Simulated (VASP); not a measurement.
Write the native input for VASP 6.6.1 that does the following.

* Task: single point
* Functional: PBE
* Potentials or basis: VASP PAW PBE potentials, release 64 (Ge_d)
* Cutoff: 520 eV
* k mesh: 2 × 4 × 4
* Occupations: gaussian, width 0.1 eV
* Spin: no spin polarisation
* Dipole correction: no
* Further INCAR settings: ALGO = Normal; EDIFF = 1e-06; NBANDS = 66

The structure of Ge lies in POSCAR:

```
Ge
1.0
    7.6799103400      0.0000000000      0.0000000000
    0.0000000000      5.7493380000      0.0000000000
    0.0000000000      0.0000000000      3.7426662700
Ge
8
Direct
    0.0000000000      0.1697209300      0.1690973500
    0.5000000000      0.8302790700      0.6690973500
    0.5000000000      0.1697209300      0.3309026500
    0.0000000000      0.8302790700      0.8309026500
    0.2500000000      0.3832403400      0.2500000000
    0.2500000000      0.6167596600      0.7500000000
    0.7500000000      0.6167596600      0.7500000000
    0.7500000000      0.3832403400      0.2500000000
```

The cell was built from a structure type or drawn by symmetry, and may not be a known phase.

One way to write it, as run:

INCAR

```
SYSTEM = Ge
  PREC = Accurate
  ENCUT = 520
  EDIFF = 1E-6
  ISMEAR = 0
  SIGMA = 0.1
  LREAL = .FALSE.
  LASPH = .TRUE.
  NELM = 60
  ALGO = Normal
  ISIF = 2
  LWAVE = .FALSE.
  LCHARG = .FALSE.
  GGA = PE
  NBANDS = 66
```

KPOINTS

```
Automatic mesh
0
G
  2 4 4
  0 0 0
```

Potentials or basis: VASP PAW PBE potentials, release 64 (Ge_d).

The run is started by

```sh
$ cat potpaw_PBE.64/Ge_d/POTCAR > POTCAR
$ mpirun -np 1 vasp_std > vasp.out
```

It gave:

```yaml
Pressure: 17.0 GPa
Largest_force: 1.579 eV/Å
Band_gap_on_the_k_mesh: zero (bands 56 and 57 overlap by 1.57 eV)
```

Caveat: the k points lie up to 0.42 Å⁻¹ apart, too coarse for converged energies and pressures of a metal; forces of over 1 eV/Å act on the atoms, so gaps and moduli don't describe the material at rest.

Run time: 4.7 min on 1 thread of Intel Xeon 8259CL (shared host), peak memory 0.34 GiB.
